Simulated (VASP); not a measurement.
# NaBI4 (P4/mmm) in VASP: single point with PBE

Aim: the single point of NaBI4 with PBE.

Program: VASP 6.6.1. These are calculated values, not measurements. Logs are shortened: lines on timing, memory, paths and dates and some standing lists are left out, and cuts for length are marked.

### Step 1. The cell of the first run

It takes space group P4/mmm (No. 123, tetragonal). Conventional cell: a = 5.002 Å, b = 5.002 Å, c = 8.400 Å, α = 90.00°, β = 90.00°, γ = 90.00°. Within 4.4 Å of Na (site symmetry 4/mmm) lie 8 I at 3.37 Å. B (site symmetry 4/mmm) has 8 I at 3.17 Å within 4.2 Å. Within 4.2 Å of I (site symmetry 2mm) lie 2 B at 3.17 Å and 2 Na at 3.37 Å and 5 I at 3.54 to 3.89 Å.

The cell was built from a structure type or drawn by symmetry, and may not be a known phase.

### Step 2. Single point, PBE

The input, INCAR:

```
SYSTEM = NaBI4
ALGO = Fast
EDIFF = 1E-6
ENCUT = 520
GGA = PE
ISIF = 2
ISMEAR = 0
LASPH = .TRUE.
LCHARG = .TRUE.
LELF = .TRUE.
LREAL = .FALSE.
LVHAR = .TRUE.
LWAVE = .FALSE.
NBANDS = 28
NELM = 100
PREC = Accurate
SIGMA = 0.1
```

The input, KPOINTS:

```
k-points
0
G
  8 8 6
  0 0 0
```

The input, POSCAR:

```
NaBI4
1.0
    5.0018721966      0.0000000000      0.0000000000
    0.0000000000      5.0018721966      0.0000000000
    0.0000000000      0.0000000000      8.4003126975
Na B I
1 1 4
Direct
    0.5000000000      0.5000000000      0.5000000000
    0.0000000000      0.0000000000      0.0000000000
    0.5000000000      0.0000000000      0.7684325995
    0.0000000000      0.5000000000      0.2315674005
    0.5000000000      0.0000000000      0.2315674005
    0.0000000000      0.5000000000      0.7684325995
```

Potentials or basis: VASP PAW PBE potentials, release 64 (Na_pv, B, I).

The run is started by

```console
$ cat potpaw_PBE.64/Na_pv/POTCAR potpaw_PBE.64/B/POTCAR potpaw_PBE.64/I/POTCAR > POTCAR
$ mpirun -np 1 vasp_std > vasp.out
```

OUTCAR:

```text
SYSTEM = NaBI4
   EDIFF = 1E-6
   ENCUT = 520
   GGA = PE
   ISIF = 2
   ISMEAR = 0
   LASPH = .TRUE.
   LREAL = .FALSE.
   NELM = 100
   PREC = Accurate

 ion  position               nearest neighbor table
   1  0.500  0.500  0.500-
   2  0.000  0.000  0.000-
   3  0.500  0.000  0.768-   6 3.54   6 3.54   6 3.54   6 3.54
   4  0.000  0.500  0.232-   5 3.54   5 3.54   5 3.54   5 3.54
   5  0.500  0.000  0.232-   4 3.54   4 3.54   4 3.54   4 3.54
   6  0.000  0.500  0.768-   3 3.54   3 3.54   3 3.54   3 3.54

  LATTYP: Found a simple tetragonal cell.
 ALAT       =     5.0018721966
 C/A-ratio  =     1.6794336935

  Lattice vectors:

 A1 = (   5.0018721966,   0.0000000000,   0.0000000000)
 A2 = (   0.0000000000,   5.0018721966,   0.0000000000)
 A3 = (   0.0000000000,   0.0000000000,   8.4003126975)

Analysis of symmetry for initial positions (statically):
=====================================================================
 Subroutine PRICEL returns:
 Original cell was already a primitive cell.

 Routine SETGRP: Setting up the symmetry group for a
 simple tetragonal supercell.

 Subroutine GETGRP returns: Found 16 space group operations
 (whereof 16 operations were pure point group operations)
 out of a pool of 16 trial point group operations.

The static configuration has the point symmetry D_4h.

Analysis of symmetry for dynamics (positions and initial velocities):
=====================================================================
 Subroutine PRICEL returns:
 Original cell was already a primitive cell.

 Routine SETGRP: Setting up the symmetry group for a
 simple tetragonal supercell.

 Subroutine GETGRP returns: Found 16 space group operations
 (whereof 16 operations were pure point group operations)
 out of a pool of 16 trial point group operations.

The dynamic configuration has the point symmetry D_4h.

 Subroutine INISYM returns: Found 16 space group operations
 (whereof 16 operations are pure point group operations),
 and found     1 'primitive' translations

----------------------------------------------------------------------------------------

                                     Primitive cell

  volume of cell :     210.1651

  direct lattice vectors                    reciprocal lattice vectors
     5.001872197  0.000000000  0.000000000     0.199925140  0.000000000  0.000000000
     0.000000000  5.001872197  0.000000000     0.000000000  0.199925140  0.000000000
     0.000000000  0.000000000  8.400312698     0.000000000  0.000000000  0.119043188

  length of vectors
     5.001872197  5.001872197  8.400312698     0.199925140  0.199925140  0.119043188

  position of ions in fractional coordinates (direct lattice)
     0.500000000  0.500000000  0.500000000
     0.000000000  0.000000000  0.000000000
     0.500000000  0.000000000  0.768432600
     0.000000000  0.500000000  0.231567400
     0.500000000  0.000000000  0.231567400
     0.000000000  0.500000000  0.768432600

  ion indices of the primitive-cell ions
   primitive index   ion index
                 1           1
                 2           2
                 3           3
                 4           4
                 5           5
                 6           6

----------------------------------------------------------------------------------------

 KPOINTS: k-points

Automatic generation of k-mesh.
 Grid dimensions read from file:
 generate k-points for:    8    8    6

 Generating k-lattice:

  Cartesian coordinates                     Fractional coordinates (reciprocal lattice)
     0.024990643  0.000000000  0.000000000     0.125000000  0.000000000  0.000000000
     0.000000000  0.024990643  0.000000000     0.000000000  0.125000000  0.000000000
     0.000000000  0.000000000  0.019840531     0.000000000  0.000000000  0.166666667

  Length of vectors
     0.024990643  0.024990643  0.019840531

  Shift w.r.t. Gamma in fractional coordinates (k-lattice)
     0.000000000  0.000000000  0.000000000

 Subroutine IBZKPT returns following result:
 ===========================================

 Found     60 irreducible k-points:

 Following reciprocal coordinates:
            Coordinates               Weight
  0.000000  0.000000  0.000000      1.000000
  0.125000  0.000000  0.000000      4.000000
  0.250000  0.000000  0.000000      4.000000
  0.375000  0.000000  0.000000      4.000000
  0.500000  0.000000  0.000000      2.000000
  0.125000  0.125000  0.000000      4.000000
[... 16 lines left out ...]
  0.375000  0.125000  0.166667     16.000000
  0.500000  0.125000  0.166667      8.000000
 [... further k-points ...]
   k-points           NKPTS =     60   k-points in BZ     NKDIM =     60   number of bands    NBANDS=     28
   number of dos      NEDOS =    301   number of ions     NIONS =      6
   total plane-waves  NPLWV = 102400
   dimension x,y,z NGX =    40 NGY =   40 NGZ =   64
   dimension x,y,z NGXF=    80 NGYF=   80 NGZF=  128
   ions per type =               1   1   4
   NGX,Y,Z   is equivalent  to a cutoff of  13.29, 13.29, 12.67 a.u.
   NGXF,Y,Z  is equivalent  to a cutoff of  26.59, 26.59, 25.33 a.u.
 SYSTEM =  NaBI4
   PREC   = accura    normal or accurate (medium, high low for compatibility)
   ISTART =      0    job   : 0-new  1-cont  2-samecut
   ICHARG =      2    charge: 1-file 2-atom 10-const
   ISPIN  =      1    spin polarized calculation?
   LNONCOLLINEAR =      F non collinear calculations
   LSORBIT =      F    spin-orbit coupling
   LASPH  =      T    aspherical Exc in radial PAW
   ENCUT  =  520.0 eV  38.22 Ry    6.18 a.u.   9.30  9.30 15.62*2*pi/ulx,y,z
   NELM   =    100;   NELMIN=  2; NELMDL= -5     # of ELM steps
   EDIFF  = 0.1E-05   stopping-criterion for ELM
   LREAL  =      F    real-space projection
   EDIFFG = 0.1E-04   stopping-criterion for IOM
   NSW    =      0    number of steps for IOM
   IBRION =     -1    ionic relax: 0-MD 1-quasi-New 2-CG
   NFREE  =      0    steps in history (QN), initial steepest desc. (CG)
   ISIF   =      2    stress and relaxation
   ISYM   =      2    0-nonsym 1-usesym 2-fastsym
   POTIM  = 0.5000    time-step for ionic-motion
   TEBEG  =    0.0;   TEEND  =   0.0 temperature during run
   PSTRESS=    0.0 pullay stress
   NELECT =      38.0000    total number of electrons
   NUPDOWN=      -1.0000    fix difference up-down
   EMIN   =  10.00;   EMAX   =-10.00  energy-range for DOS
   EFERMI =   0.00;   METHOD = LEGACY
   ISMEAR =     0;   SIGMA  =   0.10  broadening in eV -4-tet -1-fermi 0-gaus
   EFERMI_NEDOS =   21; number of points for ismear=-14 and -15
   IALGO  =     68    algorithm
   IMIX   =      4    mixing-type and parameters
     AMIX     =   0.40;   BMIX     =  1.00
     AMIX_MAG =   1.60;   BMIX_MAG =  1.00
  volume/ion in A,a.u.               =      35.03       236.38
  Fermi-wavevector in a.u.,A,eV,Ry     =   0.925726  1.749369 11.659767  0.856969
  Thomas-Fermi vector in A             =   2.051612
   LORBIT       =      0    0 simple, 1 ext, 2 COOP (PROOUT), +10 PAW based schemes
   GGA     = PE    functional components
   LHFCALC =     F    Hartree Fock is set to
   AEXX    =    0.0000 exact exchange contribution
   IVDW    =     0    specifies the selected vdW correction
   LEPSILON=     F    determine dielectric tensor
   LRPA    =     F    only Hartree local field effects (RPA)
 non-spin polarized calculation
 RMM-DIIS sequential band-by-band and
 Gauss-broadening in eV      SIGMA  =   0.10
  energy-cutoff  :      520.00
  volume of cell :      210.17
 maximum number of plane-waves:      5692
 NGX is ok and might be reduce to    40
   NGX = 19   NGY = 19   NGZ = 31

 number of electron      37.9999999 magnetization

 Free energy of the ion-electron system (eV)
  ---------------------------------------------------
  ext. energy  EPLUGINS =         0.00000000
  ---------------------------------------------------
  free energy    TOTEN  =       -11.75259571 eV

  energy without entropy =      -11.73465867  energy(sigma->0) =      -11.74362719

 E-fermi :   2.5038     XC(G=0):  -8.0129

 val. band max:        2.5009834445   @ k =   0.3750   0.3750   0.0000
 cond. band min:       2.5092968386   @ k =   0.2500   0.1250   0.5000
 fundamental gap:      0.0083133941
 Fermi energy:         2.5038125459

 k-point     1 :       0.0000    0.0000    0.0000
  band No.  band energies     occupation
      1     -21.1922      2.00000
      2     -21.1922      2.00000
      3     -21.1861      2.00000
      4     -10.4234      2.00000
      5     -10.1329      2.00000
      6      -8.8901      2.00000
[... 20 lines left out ...]
     27       9.0328      0.00000
     28       9.0460      0.00000

 k-point     2 :       0.1250    0.0000    0.0000
  band No.  band energies     occupation
      1     -21.1924      2.00000
      2     -21.1922      2.00000
      3     -21.1861      2.00000
      4     -10.3730      2.00000
      5     -10.0854      2.00000
      6      -8.9575      2.00000
[... 20 lines left out ...]
     27       8.6662      0.00000
     28       9.1239      0.00000

 k-point     3 :       0.2500    0.0000    0.0000
  band No.  band energies     occupation
      1     -21.1927      2.00000
      2     -21.1922      2.00000
      3     -21.1860      2.00000
      4     -10.2266      2.00000
      5      -9.9474      2.00000
      6      -9.1452      2.00000
[... 20 lines left out ...]
     27       8.6932      0.00000
     28       9.0384      0.00000

 k-point     4 :       0.3750    0.0000    0.0000
  band No.  band energies     occupation
      1     -21.1930      2.00000
      2     -21.1922      2.00000
      3     -21.1859      2.00000
      4      -9.9988      2.00000
      5      -9.7329      2.00000
      6      -9.4144      2.00000
[... 578 lines left out ...]
     27       8.7609      0.00000
     28       9.0111      0.00000

 k-point    23 :       0.3750    0.1250    0.1667
  band No.  band energies     occupation
      1     -21.1930      2.00000
      2     -21.1923      2.00000
      3     -21.1858      2.00000
      4      -9.9576      2.00000
      5      -9.7178      2.00000
      6      -9.4152      2.00000
[... 20 lines left out ...]
     27       9.2743      0.00000
     28       9.4651      0.00000

 k-point    24 :       0.5000    0.1250    0.1667
  band No.  band energies     occupation
      1     -21.1932      2.00000
      2     -21.1923      2.00000
      3     -21.1858      2.00000
      4      -9.7049      2.00000
      5      -9.6793      2.00000
      6      -9.4730      2.00000
[... 20 lines left out ...]
     27       9.5195      0.00000
     28       9.9587      0.00000

 [... further k-points ...]

------------------------ aborting loop because EDIFF is reached ----------------------------------------

  FORCE on cell =-STRESS in cart. coord.  units (eV):
  Direction    XX          YY          ZZ          XY          YZ          ZX
  --------------------------------------------------------------------------------------
  -------------------------------------------------------------------------------------
  Total       -0.0189032     -0.0189032     -0.0086768      0.0000000     -0.0000000     -0.0000000
  in kB       -0.1441072     -0.1441072     -0.0661466      0.0000000     -0.0000000     -0.0000000
  external PRESSURE =      -0.1181203 kB  Pullay stress =       0.0000000 kB

 VOLUME and BASIS-vectors are now :
 -----------------------------------------------------------------------------
  energy-cutoff  :      520.00
  volume of cell :      210.17
      direct lattice vectors                 reciprocal lattice vectors
     5.001872197  0.000000000  0.000000000     0.199925140  0.000000000  0.000000000
     0.000000000  5.001872197  0.000000000     0.000000000  0.199925140  0.000000000
     0.000000000  0.000000000  8.400312698     0.000000000  0.000000000  0.119043188

 POSITION                                       TOTAL-FORCE (eV/Angst)
 -----------------------------------------------------------------------------------
      2.50094      2.50094      4.20016        -0.000000      0.000000     -0.000000
      0.00000      0.00000      0.00000        -0.000000      0.000000     -0.000000
      2.50094      0.00000      6.45507        -0.000000      0.000000      0.001252
      0.00000      2.50094      1.94524        -0.000000      0.000000     -0.001252
      2.50094      0.00000      1.94524         0.000000     -0.000000     -0.001252
      0.00000      2.50094      6.45507         0.000000      0.000000      0.001252
 -----------------------------------------------------------------------------------
    total drift:                                0.000000      0.000000      0.000000

  FREE ENERGIE OF THE ION-ELECTRON SYSTEM (eV)
  ---------------------------------------------------
  free  energy   TOTEN  =       -11.7525957118 eV

  energy  without entropy=      -11.7346586710  energy(sigma->0) =      -11.74362719
```

It took 2.9 min on 1 thread of Intel Xeon Platinum 8559C (Emerald Rapids), shared host; peak memory 0.5 GiB.

Results:

```yaml
Free_energy: -11.7526 eV
Pressure: 0.0 GPa
Band_gap_on_the_k_mesh: zero (bands 19 and 20 overlap by 1.44 eV)
```

Levels at points of the mesh, in eV from the Fermi level:
| k point | band 15 | band 16 | band 17 | band 18 | band 19 | band 20 | band 21 | band 22 | band 23 | band 24 |
| --- | --- | --- | --- | --- | --- | --- | --- | --- | --- | --- |
| (0.00, 0.00, 0.00) | -1.83 | -0.31 | -0.31 | -0.24 | 0.16 | 0.16 | 1.60 | 2.07 | 2.07 | 3.41 |
| (0.50, 0.00, 0.00) | -1.91 | -1.79 | -1.78 | -1.09 | -0.99 | -0.56 | 2.15 | 2.36 | 2.79 | 4.74 |
| (0.50, 0.50, 0.00) | -0.93 | -0.93 | 0.55 | 0.57 | 0.75 | 0.77 | 2.33 | 2.33 | 2.51 | 3.31 |
| (0.00, 0.00, 0.50) | -1.40 | -0.83 | -0.27 | -0.27 | 0.10 | 0.10 | 1.41 | 2.19 | 2.19 | 4.33 |
| (0.50, 0.00, 0.50) | -1.98 | -1.87 | -1.86 | -1.82 | -1.69 | -0.36 | 2.25 | 2.69 | 2.71 | 5.22 |
| (0.50, 0.50, 0.50) | -1.64 | -1.64 | 0.59 | 0.63 | 0.69 | 0.73 | 2.21 | 2.65 | 2.65 | 4.19 |

Caveat: spin-orbit coupling is left out, which moves the levels of the heavy elements.
